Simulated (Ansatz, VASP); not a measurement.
**CsGe2S2: VASP beside Ansatz**

```
CELL_PARAMETERS angstrom
4.12069 0.00000 0.00000
0.00000 3.59578 0.00000
0.00000 0.00000 16.22722
ATOMIC_POSITIONS crystal
Cs 0.11130 0.00000 0.32594
Cs 0.88870 0.00000 0.83552
Ge 0.61130 0.00000 0.16146
Ge 0.11130 0.50000 0.00000
Ge 0.38870 0.00000 0.66146
Ge 0.88870 0.50000 0.50000
S 0.49760 0.00000 0.01595
S 0.99760 0.50000 0.14551
S 0.50240 0.00000 0.51595
S 0.00240 0.50000 0.64551
```

Alike in both runs: task relaxation of cell and atoms; functional PBE; k mesh 4 × 6 × 1; occupations gaussian, width 0.1 eV; no spin polarisation.

|  | VASP | Ansatz |
| --- | --- | --- |
| version | VASP 6.6.1 | Ansatz 0.2.0 |
| potentials or method | VASP PAW PBE potentials, release 64 (Cs_sv, Ge_d, S), cutoff 600 eV | scalar-relativistic, plane waves, PAW |
| valence electrons in the cell | 98 | 98 |

```csv
,VASP,Ansatz,Ansatz less VASP
"gap on the k mesh at the Fermi level, each at its own relaxed structure (eV)",none,none,-
relaxed volume (Å³/atom),30.33,30.40,+0.065
relaxed length of the cell vector where the two differ most in proportion (Å),5.242,5.259,+0.0171
```

A gap of «none» marks a metal or a gap that the smearing closes.

The k mesh is coarse, so the values compare programs but aren't converged. Neither program's run includes spin-orbit coupling. Noted on VASP's run: the volume moved by over 15 % at a fixed basis, so the end points are rough.
